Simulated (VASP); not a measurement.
A run of VASP 6.6.1:

File INCAR:

```
ALGO     = Normal         # electronic algorithm
EDIFF    = 1E-6           # SCF threshold, eV
ENCUT    = 600            # plane-wave cutoff, eV
GGA      = PS             # functional
GGA_COMPAT= F            
ISIF     = 2              # what is computed and relaxed
ISMEAR   = -1             # smearing method
LASPH    = T              # aspherical terms in the spheres
LCHARG   = F              # write CHGCAR
LREAL    = F              # projectors in reciprocal space
LWAVE    = F              # write WAVECAR
NBANDS   = 10             # bands
NELM     = 120            # most SCF steps
PREC     = Accurate       # precision mode
SIGMA    = 0.1            # smearing width, eV
```

KPOINTS

```
k-points
0
Gamma
  19 19 19
```

The input POSCAR:

```
Os
1.0
    0.0000000000      1.9104074258      1.9104074258
    1.9104074258      0.0000000000      1.9104074258
    1.9104074258      1.9104074258      0.0000000000
Os
1
Direct
    0.0000000000      0.0000000000      0.0000000000
```

Potentials or basis: VASP PAW PBE potentials, release 64 (Os).

Command:

```bash
$ cat potpaw_PBE.64/Os/POTCAR > POTCAR
$ mpirun -np 1 vasp_std > vasp.out
```

Hardware: 1 thread of AMD EPYC 7R13 Processor (Zen 3), on a shared host.

Task: How long does it take, and how much memory?

Result: Wall time 28 s on 1 thread of AMD EPYC 7R13 Processor (Zen 3), with other jobs on the host, peak memory 0.14 GiB. Counts: scf iterations 12, k points 220.
